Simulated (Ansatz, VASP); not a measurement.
# Al in VASP and in Ansatz

```xyz
4
Lattice="2.8714 0.0000 0.0000 -1.4357 2.4867 0.0000 0.0000 0.0000 8.8780" Properties=species:S:1:pos:R:3 pbc="T T T"
Al    0.0000    0.0000    0.0000
Al    0.0000    1.6578    2.2195
Al    0.0000    0.0000    4.4390
Al    1.4357    0.8289    6.6585
```

Alike in both runs: task single point; functional PBE; dispersion D3(BJ); k mesh 18 × 18 × 6; occupations gaussian, width 0.15 eV; no spin polarisation.

```csv
,VASP,Ansatz
version,VASP 6.6.1,Ansatz 0.2.0
potentials or method,"VASP PAW PBE potentials, release 64 (Al), cutoff 520 eV","scalar-relativistic, plane waves, PAW"
valence electrons in the cell,12,12
```

```csv
,VASP,Ansatz,Ansatz less VASP
gap on the k mesh at the Fermi level (eV),none,none,-
pressure (GPa),0.3,0.3,0.00
"traceless stress, the component that is largest in VASP (GPa)",3.10,3.10,0.000
```

A gap of «none» marks a metal or a gap that the smearing closes.
